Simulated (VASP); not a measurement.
# Sb (P2_1/m) in VASP: further runs, part 2 of 2

VASP 6.6.1. Earlier steps stand in the parts before.

### Step 4. Single point, PBEsol

This run uses another cell than the first one, of 29.90 Å³/atom.

INCAR

```
ALGO = Normal ; EDIFF = 1E-7
ENCUT = 520 ; GGA = PS
ISIF = 2 ; ISMEAR = -1
LASPH = True ; LCHARG = False
LREAL = False ; LWAVE = False
NBANDS = 12 ; NELM = 80
PREC = Accurate ; SIGMA = 0.05
```

KPOINTS

```
k-points
0
Gamma
  9 6 6
```

POSCAR

```
Sb
1.0
    3.1224020000      0.0000000000      0.0000000000
    0.0000000000      4.3475180000      0.0000000000
   -0.0389150000      0.0000000000      4.4058520000
Sb
2
Direct
    0.0113890000      0.2500000000      0.2411660000
    0.9886110000      0.7500000000      0.7588340000
```

Potentials or basis: VASP PAW PBE potentials, release 64 (Sb).

Launch:

```console
> cat potpaw_PBE.64/Sb/POTCAR > POTCAR
> mpirun -np 1 vasp_std > vasp.out
```

OUTCAR:

```text
EDIFF = 1E-7
   ENCUT = 520
   GGA = PS
   ISIF = 2
   ISMEAR = -1
   LASPH = True
   LREAL = False
   NELM = 80
   PREC = Accurate

 ion  position               nearest neighbor table
   1  0.011  0.250  0.241-   2 3.04   2 3.04   2 3.15   2 3.15
   2  0.989  0.750  0.759-   1 3.04   1 3.04   1 3.15   1 3.15

  LATTYP: Found a simple monoclinic cell.
 ALAT       =     3.1224020000
 B/A-ratio  =     1.3923633152
 C/A-ratio  =     1.4111007668
[... 553 lines left out ...]

------------------------ aborting loop because EDIFF is reached ----------------------------------------

  FORCE on cell =-STRESS in cart. coord.  units (eV):
  Direction    XX          YY          ZZ          XY          YZ          ZX
  --------------------------------------------------------------------------------------
  -------------------------------------------------------------------------------------
  Total       -0.6892546     -0.9019935     -0.8020327      0.0000000      0.0000000      0.0307230
  in kB      -18.4641864    -24.1631678    -21.4853548      0.0000000      0.0000000      0.8230264
  external PRESSURE =     -21.3709030 kB  Pullay stress =       0.0000000 kB

 VOLUME and BASIS-vectors are now :
 -----------------------------------------------------------------------------
  energy-cutoff  :      520.00
  volume of cell :       59.81
      direct lattice vectors                 reciprocal lattice vectors
     3.122402000  0.000000000  0.000000000     0.320266257  0.000000000  0.002828774
     0.000000000  4.347518000  0.000000000     0.000000000  0.230016299  0.000000000
    -0.038915000  0.000000000  4.405852000     0.000000000  0.000000000  0.226970856

 POSITION                                       TOTAL-FORCE (eV/Angst)
 -----------------------------------------------------------------------------------
      0.02618      1.08688      1.06254        -0.030194      0.000000      0.044167
      3.05731      3.26064      3.34331         0.030194     -0.000000     -0.044167
 -----------------------------------------------------------------------------------
    total drift:                               -0.000000      0.000000      0.000000

  FREE ENERGIE OF THE ION-ELECTRON SYSTEM (eV)
  ---------------------------------------------------
  free  energy   TOTEN  =        -9.0373068347 eV

  energy  without entropy=       -9.0243881784  energy(sigma->0) =       -9.03084751
```

OSZICAR:

```text
N       E                     dE             d eps       ncg     rms          rms(c)
DAV:   1     0.301490443438E+02    0.30149E+02   -0.34707E+03  2688   0.650E+02
DAV:   2    -0.735099571156E+01   -0.37500E+02   -0.36182E+02  3580   0.103E+02
DAV:   3    -0.902681656144E+01   -0.16758E+01   -0.16470E+01  3252   0.240E+01
DAV:   4    -0.904108312897E+01   -0.14267E-01   -0.14262E-01  3104   0.269E+00
DAV:   5    -0.904125975489E+01   -0.17663E-03   -0.17662E-03  3168   0.322E-01    0.262E+00
DAV:   6    -0.903896009882E+01    0.22997E-02   -0.82011E-04  3060   0.179E-01    0.154E+00
DAV:   7    -0.903728476433E+01    0.16753E-02   -0.18539E-03  2924   0.261E-01    0.653E-02
DAV:   8    -0.903730544523E+01   -0.20681E-04   -0.65855E-05  3272   0.529E-02    0.921E-03
DAV:   9    -0.903730700620E+01   -0.15610E-05   -0.29023E-06  3040   0.108E-02    0.250E-03
DAV:  10    -0.903730683864E+01    0.16756E-06   -0.32706E-07  3176   0.305E-03    0.747E-04
DAV:  11    -0.903730683472E+01    0.39219E-08   -0.42942E-08  1804   0.121E-03
   1 F= -.90373068E+01 E0= -.90308475E+01  d E =-.129187E-01
```

Run time: 17 s. Hardware: 1 thread of Intel Xeon 6975P-C (Granite Rapids), shared host; peak memory 0.21 GiB.

What came out:

| Property | Result |
| --- | --- |
| Free energy | -9.0373 eV |
| Pressure | -2.1 GPa |
| Largest force | 0.054 eV/Å |
| Band gap on the k mesh | zero (bands 5 and 6 overlap by 8.33 eV) |

Forces in eV/Å, atoms in the order of the input:
```
Sb  -0.030  0.000  0.044
Sb   0.030  0.000 -0.044
```

Levels at points of the mesh, in eV from the Fermi level:
| k point | band 1 | band 2 | band 3 | band 4 | band 5 | band 6 | band 7 | band 8 | band 9 | band 10 |
| --- | --- | --- | --- | --- | --- | --- | --- | --- | --- | --- |
| (0.00, 0.00, 0.00) | -12.52 | -7.45 | -3.70 | -3.57 | 1.95 | 2.96 | 3.19 | 3.32 | 6.59 | 6.89 |
| (0.00, 0.50, 0.00) | -10.72 | -10.72 | -1.55 | -1.55 | -0.99 | -0.99 | 4.65 | 4.65 | 8.02 | 8.02 |
| (0.00, 0.00, 0.50) | -10.96 | -10.54 | -1.65 | -1.12 | -1.02 | -0.86 | 4.44 | 4.82 | 7.68 | 7.87 |
| (0.00, 0.50, 0.50) | -10.06 | -10.06 | -5.70 | -5.70 | 4.99 | 4.99 | 5.25 | 5.25 | 8.90 | 8.90 |

Caveat: the PAW data sets were made with another functional, which shifts forces and pressure a little; spin-orbit coupling is left out, which moves the levels of the heavy elements.

### Step 5. Overview

```csv
level,cell,k mesh,grid for exact exchange (PRECFOCK),share of exact exchange,screening parameter,gap on the mesh (eV),pressure (GPa),largest force (eV/Å)
HSE06,"a = 3.059, b = 4.259, c = 4.316 Å, angles 90.0, 90.5, 90.0°, 2 atoms",6 × 4 × 4,Normal,0.25,0.2079 1/Å,none,1.5,0.06
HSE06,"a = 3.080, b = 4.289, c = 4.346 Å, angles 90.0, 90.5, 90.0°, 2 atoms",6 × 4 × 4,Normal,0.25,0.2079 1/Å,none,0.1,0.05
PBEsol,"a = 3.122, b = 4.348, c = 4.406 Å, angles 90.0, 90.5, 90.0°, 2 atoms",9 × 6 × 6,-,-,-,none,-2.1,0.05
```

Alike in all rows: task single point; potentials or basis VASP PAW PBE potentials, release 64 (Sb); no spin polarisation; cutoff (eV) 520; smearing fermi-dirac 0.05 eV.

Caveats: some runs use coarse meshes; the PAW data sets were made with another functional, which shifts forces and pressure a little; spin-orbit coupling is left out, which moves the levels of the heavy elements.

Total energies depend on the potentials used, so only differences within one code and one set of settings carry meaning.
